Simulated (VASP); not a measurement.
# Al (Pm-3m) in VASP: single point with PBEsol

Aim: the single point of Al with PBEsol.

All numbers are computed with VASP 6.6.1; they aren't measurements. Logs are shortened: lines on timing, memory, paths and dates and some standing lists are left out, and cuts for length are marked.

## 1. The cell of the first run

It takes space group Pm-3m (No. 221, cubic). The conventional cell has a = 2.550 Å, b = 2.550 Å, c = 2.550 Å, α = 90.00°, β = 90.00°, γ = 90.00°. Within 3.4 Å of Al (site symmetry m-3m) lie 6 Al at 2.55 Å.

This isn't the form of Al at room conditions, which is fcc.

## 2. Single point, PBEsol

Contents of INCAR:

```
SYSTEM = Al
PREC = Accurate
ENCUT = 520
EDIFF = 1E-7
ISMEAR = 0
SIGMA = 0.15
LREAL = .False.
LASPH = .True.
NELM = 100
ALGO = Fast
ISIF = 2
LWAVE = .False.
LCHARG = .True.
GGA = PS
LELF = .True.
LVHAR = .True.
NBANDS = 8
```

Contents of KPOINTS:

```
Automatic mesh
0
Gamma
  28 28 28
  0 0 0
```

Contents of POSCAR:

```
Al
1.0
   -0.8500209882      1.7000419765      1.7000419765
    1.7000419765     -0.8500209882      1.7000419765
    1.7000419765      1.7000419765     -0.8500209882
Al
1
Direct
    0.0000000000      0.0000000000      0.0000000000
```

Potentials or basis: VASP PAW PBE potentials, release 64 (Al).

Run with:

```console
> cat potpaw_PBE.64/Al/POTCAR > POTCAR
> mpirun -np 1 vasp_std > vasp.out
```

OUTCAR:

```text
SYSTEM = Al
   PREC = Accurate
   ENCUT = 520
   EDIFF = 1E-7
   ISMEAR = 0
   LREAL = .False.
   LASPH = .True.
   NELM = 100
   ISIF = 2
   GGA = PS

 ion  position               nearest neighbor table
   1  0.000  0.000  0.000-

  LATTYP: Found a simple cubic cell.
 ALAT       =     2.5500629647

  Lattice vectors:

 A1 = (  -0.8500209882,   1.7000419765,   1.7000419765)
 A2 = (   1.7000419765,  -0.8500209882,   1.7000419765)
 A3 = (   1.7000419765,   1.7000419765,  -0.8500209882)

Analysis of symmetry for initial positions (statically):
=====================================================================
 Subroutine PRICEL returns:
 Original cell was already a primitive cell.

 Routine SETGRP: Setting up the symmetry group for a
 simple cubic supercell.

 Subroutine GETGRP returns: Found 48 space group operations
 (whereof 48 operations were pure point group operations)
 out of a pool of 48 trial point group operations.

The static configuration has the point symmetry O_h .

Analysis of symmetry for dynamics (positions and initial velocities):
=====================================================================
 Subroutine PRICEL returns:
 Original cell was already a primitive cell.

 Routine SETGRP: Setting up the symmetry group for a
 simple cubic supercell.

 Subroutine GETGRP returns: Found 48 space group operations
 (whereof 48 operations were pure point group operations)
 out of a pool of 48 trial point group operations.

The dynamic configuration has the point symmetry O_h .

 Subroutine INISYM returns: Found 48 space group operations
 (whereof 48 operations are pure point group operations),
 and found     1 'primitive' translations

----------------------------------------------------------------------------------------

                                     Primitive cell

  volume of cell :      16.5826

  direct lattice vectors                    reciprocal lattice vectors
    -0.850020988  1.700041977  1.700041977    -0.130715727  0.261431453  0.261431453
     1.700041977 -0.850020988  1.700041977     0.261431453 -0.130715727  0.261431453
     1.700041977  1.700041977 -0.850020988     0.261431453  0.261431453 -0.130715727

  length of vectors
     2.550062965  2.550062965  2.550062965     0.392147180  0.392147180  0.392147180

  position of ions in fractional coordinates (direct lattice)
     0.000000000  0.000000000  0.000000000

  ion indices of the primitive-cell ions
   primitive index   ion index
                 1           1

----------------------------------------------------------------------------------------

 KPOINTS: Automatic mesh

Automatic generation of k-mesh.
 Grid dimensions read from file:
 generate k-points for:   28   28   28

 Generating k-lattice:

  Cartesian coordinates                     Fractional coordinates (reciprocal lattice)
    -0.004668419  0.009336838  0.009336838     0.035714286  0.000000000  0.000000000
     0.009336838 -0.004668419  0.009336838     0.000000000  0.035714286  0.000000000
     0.009336838  0.009336838 -0.004668419     0.000000000  0.000000000  0.035714286

  Length of vectors
     0.014005256  0.014005256  0.014005256

  Shift w.r.t. Gamma in fractional coordinates (k-lattice)
     0.000000000  0.000000000  0.000000000

 Subroutine IBZKPT returns following result:
 ===========================================

 Found    680 irreducible k-points:

 Following reciprocal coordinates:
            Coordinates               Weight
  0.000000  0.000000  0.000000      1.000000
  0.035714  0.000000  0.000000      6.000000
  0.071429  0.000000  0.000000      6.000000
  0.107143  0.000000  0.000000      6.000000
  0.142857  0.000000  0.000000      6.000000
  0.178571  0.000000  0.000000      6.000000
[... 16 lines left out ...]
  0.285714  0.035714 -0.000000     24.000000
  0.321429  0.035714 -0.000000     24.000000
 [... further k-points ...]
   k-points           NKPTS =    680   k-points in BZ     NKDIM =    680   number of bands    NBANDS=      8
   number of dos      NEDOS =    301   number of ions     NIONS =      1
   total plane-waves  NPLWV =   8000
   dimension x,y,z NGX =    20 NGY =   20 NGZ =   20
   dimension x,y,z NGXF=    40 NGYF=   40 NGZF=   40
   ions per type =               1
   NGX,Y,Z   is equivalent  to a cutoff of  13.04, 13.04, 13.04 a.u.
   NGXF,Y,Z  is equivalent  to a cutoff of  26.08, 26.08, 26.08 a.u.
 SYSTEM =  Al
   PREC   = accura    normal or accurate (medium, high low for compatibility)
   ISTART =      0    job   : 0-new  1-cont  2-samecut
   ICHARG =      2    charge: 1-file 2-atom 10-const
   ISPIN  =      1    spin polarized calculation?
   LNONCOLLINEAR =      F non collinear calculations
   LSORBIT =      F    spin-orbit coupling
   LASPH  =      T    aspherical Exc in radial PAW
   ENCUT  =  520.0 eV  38.22 Ry    6.18 a.u.   4.74  4.74  4.74*2*pi/ulx,y,z
   NELM   =    100;   NELMIN=  2; NELMDL= -5     # of ELM steps
   EDIFF  = 0.1E-06   stopping-criterion for ELM
   LREAL  =      F    real-space projection
   EDIFFG = 0.1E-05   stopping-criterion for IOM
   NSW    =      0    number of steps for IOM
   IBRION =     -1    ionic relax: 0-MD 1-quasi-New 2-CG
   NFREE  =      0    steps in history (QN), initial steepest desc. (CG)
   ISIF   =      2    stress and relaxation
   ISYM   =      2    0-nonsym 1-usesym 2-fastsym
   POTIM  = 0.5000    time-step for ionic-motion
   TEBEG  =    0.0;   TEEND  =   0.0 temperature during run
   PSTRESS=    0.0 pullay stress
   NELECT =       3.0000    total number of electrons
   NUPDOWN=      -1.0000    fix difference up-down
   EMIN   =  10.00;   EMAX   =-10.00  energy-range for DOS
   EFERMI =   0.00;   METHOD = LEGACY
   ISMEAR =     0;   SIGMA  =   0.15  broadening in eV -4-tet -1-fermi 0-gaus
   EFERMI_NEDOS =   21; number of points for ismear=-14 and -15
   IALGO  =     68    algorithm
   IMIX   =      4    mixing-type and parameters
     AMIX     =   0.40;   BMIX     =  1.00
     AMIX_MAG =   1.60;   BMIX_MAG =  1.00
  volume/ion in A,a.u.               =      16.58       111.90
  Fermi-wavevector in a.u.,A,eV,Ry     =   0.925901  1.749698 11.664164  0.857292
  Thomas-Fermi vector in A             =   2.051805
   LORBIT       =      0    0 simple, 1 ext, 2 COOP (PROOUT), +10 PAW based schemes
   GGA     = PS    functional components
   LHFCALC =     F    Hartree Fock is set to
   AEXX    =    0.0000 exact exchange contribution
   IVDW    =     0    specifies the selected vdW correction
   LEPSILON=     F    determine dielectric tensor
   LRPA    =     F    only Hartree local field effects (RPA)
 non-spin polarized calculation
 RMM-DIIS sequential band-by-band and
 Gauss-broadening in eV      SIGMA  =   0.15
  energy-cutoff  :      520.00
  volume of cell :       16.58
 maximum number of plane-waves:       466
 NGX is ok and might be reduce to    20
   NGX =  9   NGY =  9   NGZ =  9

 number of electron       3.0000000 magnetization

 Free energy of the ion-electron system (eV)
  ---------------------------------------------------
  ext. energy  EPLUGINS =         0.00000000
  ---------------------------------------------------
  free energy    TOTEN  =        -3.56172627 eV

  energy without entropy =       -3.55669774  energy(sigma->0) =       -3.55921201

 E-fermi :   7.4284     XC(G=0): -10.1907

 val. band max:        7.4144028987   @ k =   0.5000   0.3929   0.3214
 cond. band min:       7.4338058379   @ k =   0.4286   0.4286   0.1429
 fundamental gap:      0.0194029392
 Fermi energy:         7.4284000304

 k-point     1 :       0.0000    0.0000    0.0000
  band No.  band energies     occupation
      1      -3.3018      2.00000
      2      15.9138      0.00000
      3      15.9138      0.00000
      4      18.1070      0.00000
      5      18.1070      0.00000
      6      18.1070      0.00000
      7      25.3493      0.00000
      8      34.2424      0.00000

 k-point     2 :       0.0357    0.0000    0.0000
  band No.  band energies     occupation
      1      -3.2729      2.00000
      2      15.4066      0.00000
      3      15.9383      0.00000
      4      18.1305      0.00000
      5      18.1305      0.00000
      6      18.5607      0.00000
      7      25.4657      0.00000
      8      33.9964      0.00000

 k-point     3 :       0.0714    0.0000    0.0000
  band No.  band energies     occupation
      1      -3.1864      2.00000
      2      14.4092      0.00000
      3      16.0114      0.00000
      4      18.2008      0.00000
      5      18.2008      0.00000
      6      19.3930      0.00000
      7      25.8173      0.00000
      8      33.3429      0.00000

 k-point     4 :       0.1071    0.0000    0.0000
  band No.  band energies     occupation
      1      -3.0423      2.00000
      2      13.2927      0.00000
      3      16.1323      0.00000
      4      18.3181      0.00000
      5      18.3181      0.00000
      6      20.2275      0.00000
      7      26.4054      0.00000
      8      32.4718      0.00000

 k-point     5 :       0.1429    0.0000    0.0000
  band No.  band energies     occupation
      1      -2.8409      2.00000
      2      12.1483      0.00000
      3      16.2997      0.00000
      4      18.4824      0.00000
      5      18.4824      0.00000
      6      20.9799      0.00000
      7      27.2143      0.00000
      8      31.5015      0.00000

 k-point     6 :       0.1786    0.0000    0.0000
  band No.  band energies     occupation
      1      -2.5825      2.00000
      2      11.0074      0.00000
      3      16.5113      0.00000
      4      18.6937      0.00000
      5      18.6937      0.00000
      6      21.6450      0.00000
      7      28.2016      0.00000
      8      30.4983      0.00000

 k-point     7 :       0.2143   -0.0000    0.0000
  band No.  band energies     occupation
      1      -2.2675      2.00000
      2       9.8854      0.00000
      3      16.7638      0.00000
      4      18.9521      0.00000
      5      18.9521      0.00000
      6      22.2451      0.00000
      7      29.3070      0.00000
      8      29.4966      0.00000
[... 133 lines left out ...]
 k-point    20 :       0.1786    0.0357    0.0000
  band No.  band energies     occupation
      1      -2.5538      2.00000
      2      11.0259      0.00000
      3      16.1135      0.00000
      4      18.7170      0.00000
      5      18.8749      0.00000
      6      21.9003      0.00000
      7      28.2287      0.00000
      8      30.0705      0.00000

 k-point    21 :       0.2143    0.0357   -0.0000
  band No.  band energies     occupation
      1      -2.2389      2.00000
      2       9.9071      0.00000
      3      16.3696      0.00000
      4      18.9754      0.00000
      5      19.1321      0.00000
      6      22.5008      0.00000
      7      28.9233      0.00000
      8      29.4434      0.00000

 k-point    22 :       0.2500    0.0357   -0.0000
  band No.  band energies     occupation
      1      -1.8679      2.00000
      2       8.8150      0.00000
      3      16.6651      0.00000
      4      19.2810      0.00000
      5      19.4323      0.00000
      6      23.0571      0.00000
      7      28.0104      0.00000
      8      28.5327      0.00000

 k-point    23 :       0.2857    0.0357   -0.0000
  band No.  band energies     occupation
      1      -1.4415      2.00000
      2       7.7562      0.00200
      3      16.9939      0.00000
      4      19.6338      0.00000
      5      19.7737      0.00000
      6      23.5865      0.00000
      7      27.0672      0.00000
      8      27.5841      0.00000

 k-point    24 :       0.3214    0.0357   -0.0000
  band No.  band energies     occupation
      1      -0.9605      2.00000
      2       6.7354      2.00000
      3      17.3469      0.00000
      4      20.0339      0.00000
      5      20.1532      0.00000
      6      24.0886      0.00000
      7      26.1827      0.00000
      8      26.6730      0.00000

 [... further k-points ...]

------------------------ aborting loop because EDIFF is reached ----------------------------------------

  FORCE on cell =-STRESS in cart. coord.  units (eV):
  Direction    XX          YY          ZZ          XY          YZ          ZX
  --------------------------------------------------------------------------------------
  -------------------------------------------------------------------------------------
  Total        1.5855916      1.5855916      1.5855916      0.0000000      0.0000000      0.0000000
  in kB      153.1966272    153.1966272    153.1966272      0.0000000      0.0000000      0.0000000
  external PRESSURE =     153.1966272 kB  Pullay stress =       0.0000000 kB

 VOLUME and BASIS-vectors are now :
 -----------------------------------------------------------------------------
  energy-cutoff  :      520.00
  volume of cell :       16.58
      direct lattice vectors                 reciprocal lattice vectors
    -0.850020988  1.700041977  1.700041977    -0.130715727  0.261431453  0.261431453
     1.700041977 -0.850020988  1.700041977     0.261431453 -0.130715727  0.261431453
     1.700041977  1.700041977 -0.850020988     0.261431453  0.261431453 -0.130715727

 POSITION                                       TOTAL-FORCE (eV/Angst)
 -----------------------------------------------------------------------------------
      0.00000      0.00000      0.00000        -0.000000      0.000000     -0.000000
 -----------------------------------------------------------------------------------
    total drift:                                0.000000      0.000000     -0.000000

  FREE ENERGIE OF THE ION-ELECTRON SYSTEM (eV)
  ---------------------------------------------------
  free  energy   TOTEN  =        -3.5617262726 eV

  energy  without entropy=       -3.5566977386  energy(sigma->0) =       -3.55921201
```

Wall time 36 s (1 thread of Intel Xeon Platinum 8488C (Sapphire Rapids), shared host); peak memory 0.18 GiB.

What came out:

| Property | Result |
| --- | --- |
| Free energy | -3.5617 eV |
| Pressure | 15.3 GPa |
| Band gap on the k mesh | zero (an odd number of electrons rules out a gap without spin polarisation) |

Caveat: the cell stands under pressure; the PAW data sets were made with another functional, which shifts forces and pressure a little.
